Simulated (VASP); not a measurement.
**Co: single point with PBEsol**

Crystal: Co.

```
Co
1.0
     0.00000    1.73677    1.73677
     1.73677    0.00000    1.73677
     1.73677    1.73677    0.00000
Co
1
Direct
  0.00000 0.00000 0.00000
```

This isn't the form of Co at room conditions, which is hcp.

```json
{
  "Program": "VASP 6.6.1",
  "Task": "single point",
  "Functional": "PBEsol",
  "Potentials or basis": "VASP PAW PBE potentials, release 64 (Co)",
  "Cutoff": "520 eV",
  "k mesh": "10 × 10 × 10",
  "Occupations": "gaussian, width 0.1 eV",
  "Spin": "collinear spin, ferromagnetic start",
  "Starting moments": "[1.94] μB",
  "Dipole correction": "no",
  "Further INCAR settings": "ALGO = Normal; EDIFF = 1e-06; NBANDS = 14"
}
```

* Pressure: -1.1 GPa
* Net moment: 1.67 μB per cell
* Site moments: Co +1.67 μB
* Valence electrons inside the program's atomic spheres: Co 8.34

Levels at points of the mesh, in eV from the Fermi level:
Spin up:
| k point | band 1 | band 2 | band 3 | band 4 | band 5 | band 6 | band 7 | band 8 | band 9 | band 10 |
| --- | --- | --- | --- | --- | --- | --- | --- | --- | --- | --- |
| (0.00, 0.00, 0.00) | -9.28 | -2.77 | -2.77 | -2.77 | -1.63 | -1.63 | 23.27 | 27.90 | 27.90 | 27.90 |
| (0.50, 0.00, 0.00) | -5.41 | -2.89 | -2.89 | -0.70 | -0.70 | -0.37 | 6.41 | 21.83 | 25.46 | 25.46 |
| (0.50, 0.50, 0.00) | -5.48 | -4.83 | -0.79 | -0.43 | -0.43 | 2.52 | 9.92 | 15.19 | 15.19 | 20.38 |
Spin down:
```tsv
k point	band 1	band 2	band 3	band 4	band 5	band 6	band 7	band 8
(0.00, 0.00, 0.00)	-9.18	-1.16	-1.16	-1.16	0.32	0.32	23.10	28.09
(0.50, 0.00, 0.00)	-4.44	-1.20	-1.20	-0.31	1.22	1.22	7.48	21.66
(0.50, 0.50, 0.00)	-4.30	-3.53	1.25	1.43	1.43	2.63	10.89	15.42
```

Run time: 17 s on 1 thread of Intel Xeon 8259CL, on a shared host, peak memory 0.13 GiB.

Caveat: the PAW data sets were made with another functional, which shifts forces and pressure a little.
